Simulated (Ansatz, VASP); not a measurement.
**SrO: VASP beside Ansatz**

```xyz
4
Lattice="4.0181 0.0000 0.0000 -2.0090 3.4798 0.0000 0.0000 0.0000 4.8409" Properties=species:S:1:pos:R:3 pbc="T T T"
Sr    0.0000    2.3199   -0.3026
Sr    2.0090    1.1599    2.1179
O     0.0000    2.3199    2.1179
O     2.0090    1.1599    4.5384
```

Change from the starting cell: hydrostatic strain -5.9%.

Alike in both runs: task single point; functional PBE; k mesh 12 × 12 × 6; occupations fermi-dirac, width 0.02 eV; no spin polarisation.

|  | VASP | Ansatz |
| --- | --- | --- |
| version | VASP 6.6.1 | Ansatz 0.2.0 |
| potentials or method | VASP PAW PBE potentials, release 64 (Sr_sv, O) | plane waves, PAW |
| plane-wave cutoff (eV) | 520 | 420 |
| valence electrons in the cell | 32 | 32 |

```csv
,VASP,Ansatz,Ansatz less VASP
gap on the k mesh at the Fermi level (eV),3.12,3.11,-0.017
pressure (GPa),22.4,21.3,-1.09
"traceless stress, the component that is largest in VASP (GPa)",2.16,2.11,-0.054
```
